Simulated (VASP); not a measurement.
# ZnS (Pm-3m) in VASP: settings compared

The runs below take ZnS through single point, with PBE, LDA.

Everything below comes from runs of VASP 6.6.1. Logs are shortened: lines on timing, memory, paths and dates and some standing lists are left out, and cuts for length are marked.

## 1. The cell of the first run

Symmetry: Pm-3m, No. 221, cubic system. The conventional cell has a = 3.179 Å, b = 3.179 Å, c = 3.179 Å, α = 90.00°, β = 90.00°, γ = 90.00°. Zn (site symmetry m-3m) has 8 S at 2.75 Å and 6 Zn at 3.18 Å within 3.6 Å. S (site symmetry m-3m) has 8 Zn at 2.75 Å and 6 S at 3.18 Å within 3.6 Å.

## 2. Single point, PBE

INCAR

```
PREC = Accurate
ENCUT = 520
EDIFF = 1E-7
ISMEAR = 1
SIGMA = 0.5
LREAL = F
LASPH = T
NELM = 60
ALGO = Normal
ISIF = 2
LWAVE = F
LCHARG = F
GGA = PE
NBANDS = 16
```

KPOINTS

```
regular mesh
0
Gamma
  6 6 6
```

POSCAR

```
ZnS
1.0
    3.1792338440      0.0000000000      0.0000000000
    0.0000000000      3.1792338440      0.0000000000
    0.0000000000      0.0000000000      3.1792338440
Zn S
1 1
Direct
    0.0000000000      0.0000000000      0.0000000000
    0.5000000000      0.5000000000      0.5000000000
```

Potentials or basis: VASP PAW PBE potentials, release 64 (Zn, S).

Launch:

```bash
> cat potpaw_PBE.64/Zn/POTCAR potpaw_PBE.64/S/POTCAR > POTCAR
> mpirun -np 1 vasp_std > vasp.out
```

OUTCAR:

```text
PREC = Accurate
   ENCUT = 520
   EDIFF = 1E-7
   ISMEAR = 1
   LREAL = F
   LASPH = T
   NELM = 60
   ISIF = 2
   GGA = PE

 ion  position               nearest neighbor table
   1  0.000  0.000  0.000-   2 2.75   2 2.75   2 2.75   2 2.75   2 2.75   2 2.75   2 2.75   2 2.75

   2  0.500  0.500  0.500-   1 2.75   1 2.75   1 2.75   1 2.75   1 2.75   1 2.75   1 2.75   1 2.75

  LATTYP: Found a simple cubic cell.
 ALAT       =     3.1792338440

  Lattice vectors:

 A1 = (   3.1792338440,   0.0000000000,   0.0000000000)
 A2 = (   0.0000000000,   3.1792338440,   0.0000000000)
 A3 = (   0.0000000000,   0.0000000000,   3.1792338440)

Analysis of symmetry for initial positions (statically):
=====================================================================
 Subroutine PRICEL returns:
 Original cell was already a primitive cell.

 Routine SETGRP: Setting up the symmetry group for a
 simple cubic supercell.

 Subroutine GETGRP returns: Found 48 space group operations
 (whereof 48 operations were pure point group operations)
 out of a pool of 48 trial point group operations.

The static configuration has the point symmetry O_h .

Analysis of symmetry for dynamics (positions and initial velocities):
=====================================================================
 Subroutine PRICEL returns:
 Original cell was already a primitive cell.

 Routine SETGRP: Setting up the symmetry group for a
 simple cubic supercell.

 Subroutine GETGRP returns: Found 48 space group operations
 (whereof 48 operations were pure point group operations)
 out of a pool of 48 trial point group operations.

The dynamic configuration has the point symmetry O_h .

 Subroutine INISYM returns: Found 48 space group operations
 (whereof 48 operations are pure point group operations),
 and found     1 'primitive' translations

----------------------------------------------------------------------------------------

                                     Primitive cell

  volume of cell :      32.1342

  direct lattice vectors                    reciprocal lattice vectors
     3.179233844  0.000000000  0.000000000     0.314541191  0.000000000  0.000000000
     0.000000000  3.179233844  0.000000000     0.000000000  0.314541191  0.000000000
     0.000000000  0.000000000  3.179233844     0.000000000  0.000000000  0.314541191

  length of vectors
     3.179233844  3.179233844  3.179233844     0.314541191  0.314541191  0.314541191

  position of ions in fractional coordinates (direct lattice)
     0.000000000  0.000000000  0.000000000
     0.500000000  0.500000000  0.500000000

  ion indices of the primitive-cell ions
   primitive index   ion index
                 1           1
                 2           2

----------------------------------------------------------------------------------------

 KPOINTS: regular mesh

Automatic generation of k-mesh.
 Grid dimensions read from file:
 generate k-points for:    6    6    6

 Generating k-lattice:

  Cartesian coordinates                     Fractional coordinates (reciprocal lattice)
     0.052423532  0.000000000  0.000000000     0.166666667  0.000000000  0.000000000
     0.000000000  0.052423532  0.000000000     0.000000000  0.166666667  0.000000000
     0.000000000  0.000000000  0.052423532     0.000000000  0.000000000  0.166666667

  Length of vectors
     0.052423532  0.052423532  0.052423532

  Shift w.r.t. Gamma in fractional coordinates (k-lattice)
     0.000000000  0.000000000  0.000000000

 Subroutine IBZKPT returns following result:
 ===========================================

 Found     20 irreducible k-points:

 Following reciprocal coordinates:
            Coordinates               Weight
  0.000000  0.000000  0.000000      1.000000
  0.166667  0.000000  0.000000      6.000000
  0.333333  0.000000  0.000000      6.000000
  0.500000  0.000000  0.000000      3.000000
  0.166667  0.166667  0.000000     12.000000
  0.333333  0.166667  0.000000     24.000000
[... 12 lines left out ...]
  0.500000  0.500000  0.333333      6.000000
  0.500000  0.500000  0.500000      1.000000
   k-points           NKPTS =     20   k-points in BZ     NKDIM =     20   number of bands    NBANDS=     16
   number of dos      NEDOS =    301   number of ions     NIONS =      2
   total plane-waves  NPLWV =  13824
   dimension x,y,z NGX =    24 NGY =   24 NGZ =   24
   dimension x,y,z NGXF=    48 NGYF=   48 NGZF=   48
   ions per type =               1   1
   NGX,Y,Z   is equivalent  to a cutoff of  12.55, 12.55, 12.55 a.u.
   NGXF,Y,Z  is equivalent  to a cutoff of  25.10, 25.10, 25.10 a.u.
 SYSTEM =  unknown system
   PREC   = accura    normal or accurate (medium, high low for compatibility)
   ISTART =      0    job   : 0-new  1-cont  2-samecut
   ICHARG =      2    charge: 1-file 2-atom 10-const
   ISPIN  =      1    spin polarized calculation?
   LNONCOLLINEAR =      F non collinear calculations
   LSORBIT =      F    spin-orbit coupling
   LASPH  =      T    aspherical Exc in radial PAW
   ENCUT  =  520.0 eV  38.22 Ry    6.18 a.u.   5.91  5.91  5.91*2*pi/ulx,y,z
   NELM   =     60;   NELMIN=  2; NELMDL= -5     # of ELM steps
   EDIFF  = 0.1E-06   stopping-criterion for ELM
   LREAL  =      F    real-space projection
   EDIFFG = 0.1E-05   stopping-criterion for IOM
   NSW    =      0    number of steps for IOM
   IBRION =     -1    ionic relax: 0-MD 1-quasi-New 2-CG
   NFREE  =      0    steps in history (QN), initial steepest desc. (CG)
   ISIF   =      2    stress and relaxation
   ISYM   =      2    0-nonsym 1-usesym 2-fastsym
   POTIM  = 0.5000    time-step for ionic-motion
   TEBEG  =    0.0;   TEEND  =   0.0 temperature during run
   PSTRESS=    0.0 pullay stress
   NELECT =      18.0000    total number of electrons
   NUPDOWN=      -1.0000    fix difference up-down
   EMIN   =  10.00;   EMAX   =-10.00  energy-range for DOS
   EFERMI =   0.00;   METHOD = LEGACY
   ISMEAR =     1;   SIGMA  =   0.50  broadening in eV -4-tet -1-fermi 0-gaus
   EFERMI_NEDOS =   21; number of points for ismear=-14 and -15
   IALGO  =     38    algorithm
   IMIX   =      4    mixing-type and parameters
     AMIX     =   0.40;   BMIX     =  1.00
     AMIX_MAG =   1.60;   BMIX_MAG =  1.00
  volume/ion in A,a.u.               =      16.07       108.43
  Fermi-wavevector in a.u.,A,eV,Ry     =   1.349511  2.550207 24.778668  1.821181
  Thomas-Fermi vector in A             =   2.477092
   LORBIT       =      0    0 simple, 1 ext, 2 COOP (PROOUT), +10 PAW based schemes
   GGA     = PE    functional components
   LHFCALC =     F    Hartree Fock is set to
   AEXX    =    0.0000 exact exchange contribution
   IVDW    =     0    specifies the selected vdW correction
   LEPSILON=     F    determine dielectric tensor
   LRPA    =     F    only Hartree local field effects (RPA)
 non-spin polarized calculation
 Methfessel and Paxton  Order N= 1 SIGMA  =   0.50
  energy-cutoff  :      520.00
  volume of cell :       32.13
 maximum number of plane-waves:       912
 NGX is ok and might be reduce to    24
   NGX = 11   NGY = 11   NGZ = 11

 number of electron      18.0000036 magnetization

 Free energy of the ion-electron system (eV)
  ---------------------------------------------------
  ext. energy  EPLUGINS =         0.00000000
  ---------------------------------------------------
  free energy    TOTEN  =        -4.92291608 eV

  energy without entropy =       -4.89260913  energy(sigma->0) =       -4.91281376

 E-fermi :   4.8526     XC(G=0): -11.1069

 val. band max:        4.6184849422   @ k =   0.3333   0.1667   0.0000
 cond. band min:       4.8846055224   @ k =   0.5000   0.0000   0.0000
 fundamental gap:      0.2661205802
 Fermi energy:         4.8526378110

 k-point     1 :       0.0000    0.0000    0.0000
  band No.  band energies     occupation
      1      -9.7387      2.00000
      2      -2.2940      2.00000
      3      -2.2940      2.00000
      4      -1.8897      2.00000
      5      -1.8897      2.00000
      6      -1.8897      2.00000
[... 8 lines left out ...]
     15      17.0714      0.00000
     16      19.9535      0.00000

 k-point     2 :       0.1667    0.0000    0.0000
  band No.  band energies     occupation
      1      -9.4588      2.00000
      2      -2.2794      2.00000
      3      -2.2771      2.00000
      4      -1.9520      2.00000
      5      -1.9520      2.00000
      6      -1.8845      2.00000
[... 8 lines left out ...]
     15      16.2106      0.00000
     16      20.0866      0.00000

 k-point     3 :       0.3333    0.0000    0.0000
  band No.  band energies     occupation
      1      -8.7571      2.00000
      2      -2.5824      2.00000
      3      -2.2432      2.00000
      4      -2.0679      2.00000
      5      -2.0679      2.00000
      6      -1.8741      2.00000
[... 8 lines left out ...]
     15      18.2280      0.00000
     16      18.5483      0.00000

 k-point     4 :       0.5000    0.0000    0.0000
  band No.  band energies     occupation
      1      -8.2769      2.00000
      2      -3.2202      2.00000
      3      -2.2262      2.00000
      4      -2.1221      2.00000
      5      -2.1221      2.00000
      6      -1.8689      2.00000
[... 8 lines left out ...]
     15      16.9243      0.00000
     16      20.5543      0.00000
[... 248 lines left out ...]
 k-point    18 :       0.5000    0.3333    0.3333
  band No.  band energies     occupation
      1      -6.8632      2.00000
      2      -2.5034      2.00000
      3      -2.4774      2.00000
      4      -2.0293      2.00000
      5      -1.8916      2.00000
      6      -1.8160      2.00000
[... 8 lines left out ...]
     15      19.4710      0.00000
     16      21.4508      0.00000

 k-point    19 :       0.5000    0.5000    0.3333
  band No.  band energies     occupation
      1      -6.5310      2.00000
      2      -2.5478      2.00000
      3      -2.5478      2.00000
      4      -2.2958      2.00000
      5      -1.8511      2.00000
      6      -1.7465      2.00000
[... 8 lines left out ...]
     15      22.5840      0.00000
     16      22.5840      0.00000

 k-point    20 :       0.5000    0.5000    0.5000
  band No.  band energies     occupation
      1      -6.1517      2.00000
      2      -2.6547      2.00000
      3      -2.6547      2.00000
      4      -2.6547      2.00000
      5      -1.7447      2.00000
      6      -1.7447      2.00000
[... 8 lines left out ...]
     15      24.1913      0.00000
     16      24.4216      0.00000

------------------------ aborting loop because EDIFF is reached ----------------------------------------

  FORCE on cell =-STRESS in cart. coord.  units (eV):
  Direction    XX          YY          ZZ          XY          YZ          ZX
  --------------------------------------------------------------------------------------
  -------------------------------------------------------------------------------------
  Total        0.2350280      0.2350280      0.2350280      0.0000000      0.0000000      0.0000000
  in kB       11.7182524     11.7182524     11.7182524      0.0000000      0.0000000      0.0000000
  external PRESSURE =      11.7182524 kB  Pullay stress =       0.0000000 kB

 VOLUME and BASIS-vectors are now :
 -----------------------------------------------------------------------------
  energy-cutoff  :      520.00
  volume of cell :       32.13
      direct lattice vectors                 reciprocal lattice vectors
     3.179233844  0.000000000  0.000000000     0.314541191  0.000000000  0.000000000
     0.000000000  3.179233844  0.000000000     0.000000000  0.314541191  0.000000000
     0.000000000  0.000000000  3.179233844     0.000000000  0.000000000  0.314541191

 POSITION                                       TOTAL-FORCE (eV/Angst)
 -----------------------------------------------------------------------------------
      0.00000      0.00000      0.00000         0.000000      0.000000      0.000000
      1.58962      1.58962      1.58962         0.000000      0.000000      0.000000
 -----------------------------------------------------------------------------------
    total drift:                                0.000000      0.000000     -0.000000

  FREE ENERGIE OF THE ION-ELECTRON SYSTEM (eV)
  ---------------------------------------------------
  free  energy   TOTEN  =        -4.9229160772 eV

  energy  without entropy=       -4.8926091320  energy(sigma->0) =       -4.91281376
```

Run time: 3.9 s. Hardware: 1 thread of Intel Xeon 6975P-C, shared host; peak memory 0.14 GiB.

Results:

* Free energy: -4.9229 eV
* Pressure: 1.2 GPa
* Band gap on the k mesh: zero (band 9 reaches 4.96 eV, above the bottom of band 10 at 4.17 eV)

## 3. Single point, LDA

INCAR

```
SYSTEM = ZnS
PREC = Accurate
ENCUT = 520
EDIFF = 1E-6
ISMEAR = -1
SIGMA = 0.02
LREAL = .FALSE.
LASPH = .TRUE.
NELM = 80
ALGO = Normal
ISIF = 2
LWAVE = .FALSE.
LCHARG = .FALSE.
NBANDS = 16
```

KPOINTS

```
Automatic mesh
0
G
  6 6 6
  0 0 0
```

POSCAR is that of step 2.

Potentials or basis: VASP PAW LDA potentials, release 64 (Zn, S).

Launch:

```bash
> cat potpaw_LDA.64/Zn/POTCAR potpaw_LDA.64/S/POTCAR > POTCAR
> mpirun -np 1 vasp_std > vasp.out
```

OUTCAR:

```text
SYSTEM = ZnS
   PREC = Accurate
   ENCUT = 520
   EDIFF = 1E-6
   ISMEAR = -1
   LREAL = .FALSE.
   LASPH = .TRUE.
   NELM = 80
   ISIF = 2

 ion  position               nearest neighbor table
   1  0.000  0.000  0.000-   2 2.75   2 2.75   2 2.75   2 2.75   2 2.75   2 2.75   2 2.75   2 2.75

   2  0.500  0.500  0.500-   1 2.75   1 2.75   1 2.75   1 2.75   1 2.75   1 2.75   1 2.75   1 2.75

  LATTYP: Found a simple cubic cell.
 ALAT       =     3.1792338440

  Lattice vectors:

[... 561 lines left out ...]

  FORCE on cell =-STRESS in cart. coord.  units (eV):
  Direction    XX          YY          ZZ          XY          YZ          ZX
  --------------------------------------------------------------------------------------
  -------------------------------------------------------------------------------------
  Total       -1.2944538     -1.2944538     -1.2944538      0.0000000      0.0000000     -0.0000000
  in kB      -64.5401115    -64.5401115    -64.5401115      0.0000000      0.0000000     -0.0000000
  external PRESSURE =     -64.5401115 kB  Pullay stress =       0.0000000 kB

 VOLUME and BASIS-vectors are now :
 -----------------------------------------------------------------------------
  energy-cutoff  :      520.00
  volume of cell :       32.13
      direct lattice vectors                 reciprocal lattice vectors
     3.179233844  0.000000000  0.000000000     0.314541191  0.000000000  0.000000000
     0.000000000  3.179233844  0.000000000     0.000000000  0.314541191  0.000000000
     0.000000000  0.000000000  3.179233844     0.000000000  0.000000000  0.314541191

 POSITION                                       TOTAL-FORCE (eV/Angst)
 -----------------------------------------------------------------------------------
      0.00000      0.00000      0.00000         0.000000      0.000000      0.000000
      1.58962      1.58962      1.58962         0.000000      0.000000      0.000000
 -----------------------------------------------------------------------------------
    total drift:                               -0.000000      0.000000     -0.000000

  FREE ENERGIE OF THE ION-ELECTRON SYSTEM (eV)
  ---------------------------------------------------
  free  energy   TOTEN  =        -6.2940167803 eV

  energy  without entropy=       -6.2902142496  energy(sigma->0) =       -6.29211551
```

It took 3 s on 1 thread of Intel Xeon 6975P-C, shared host; peak memory 0.13 GiB.

What came out:

| Quantity | Value |
| --- | --- |
| Free energy | -6.2940 eV |
| Pressure | -6.5 GPa |
| Band gap on the k mesh | zero (band 9 reaches 4.74 eV, above the bottom of band 10 at 3.95 eV) |

Levels at points of the mesh, in eV from the Fermi level:
```tsv
k point	band 5	band 6	band 7	band 8	band 9	band 10	band 11	band 12	band 13	band 14
(0.00, 0.00, 0.00)	-6.76	-6.76	-1.37	-1.37	-1.37	-0.65	6.09	6.09	12.04	12.04
(0.50, 0.00, 0.00)	-6.99	-6.74	-6.18	0.03	0.03	3.75	4.71	7.09	7.09	7.55
(0.50, 0.50, 0.00)	-6.61	-6.54	-5.37	-5.37	-1.86	0.33	8.30	8.30	9.07	11.18
(0.50, 0.50, 0.50)	-6.61	-6.61	-2.68	-2.68	-2.68	1.18	1.18	1.18	2.11	19.40
```
